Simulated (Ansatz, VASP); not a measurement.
This is a calculation of CdS for Ansatz 0.2.0.

The input input.yaml:

```yaml
crystal:
  lattice:
    - [0.0, 3.0758228443, 3.0758228443]
    - [3.0758228443, 0.0, 3.0758228443]
    - [3.0758228443, 3.0758228443, 0.0]
  atoms:
    - { symbol: Cd, position: [0.0, 0.0, 0.0] }
    - { symbol: S, position: [0.75, 0.75, 0.75] }
hamiltonian:
  xc: rpbe
  pseudopotentials: { kind: paw }
kpoints:
  mp_grid: { grid: [8, 8, 8] }
scf:
  occupations: { method: fermi_dirac, width: 0.15 }
output:
  forces: true
  stress: true
  eigenvalues: true
```

Potentials or basis: Ansatz PAW.

The run is started by

```bash
$ ansatz run input.yaml --threads 1 --pin off --max-ram 2560MiB --backend cpu --events-out ev --progress --plain --runs-dir out
```

Question: Translate it to VASP 6.6.1. Potentials there: VASP PAW PBE potentials, release 64 (Cd, S).

Answer: As run (the cutoff follows the program's own potentials):

Contents of INCAR:

```
SYSTEM = CdS
PREC = Accurate ; ENCUT = 520
EDIFF = 1E-6 ; ISMEAR = -1
SIGMA = 0.15 ; LREAL = .FALSE.
LASPH = .TRUE. ; NELM = 60
ALGO = Normal ; ISIF = 2
LWAVE = .FALSE. ; LCHARG = .FALSE.
GGA = RP ; NBANDS = 16
```

File KPOINTS:

```
Automatic mesh
0
G
  8 8 8
  0 0 0
```

Contents of POSCAR:

```
CdS
1.0
    0.0000000000      3.0758228443      3.0758228443
    3.0758228443      0.0000000000      3.0758228443
    3.0758228443      3.0758228443      0.0000000000
Cd S
1 1
Direct
    0.0000000000      0.0000000000      0.0000000000
    0.7500000000      0.7500000000      0.7500000000
```

Potentials or basis: VASP PAW PBE potentials, release 64 (Cd, S).

The run is started by

```sh
$ cat potpaw_PBE.64/Cd/POTCAR potpaw_PBE.64/S/POTCAR > POTCAR
$ mpirun -np 1 vasp_std > vasp.out
```

Both were run:

|  | VASP | Ansatz | Ansatz less VASP |
| --- | --- | --- | --- |
| gap on the k mesh at the Fermi level (eV) | 0.97 | 0.97 | +0.002 |
| least direct gap on the mesh (eV) | 0.97 | 0.97 | +0.002 |
| pressure (GPa) | -2.7 | -2.8 | -0.17 |

VASP's potentials were made for PBE, not for RPBE. With one functional, cell and mesh, what is left measures potentials, basis and numerics. VASP's potentials hold 18 valence electrons a cell and Ansatz's 26, so a difference there can come from the potentials and not from the codes.
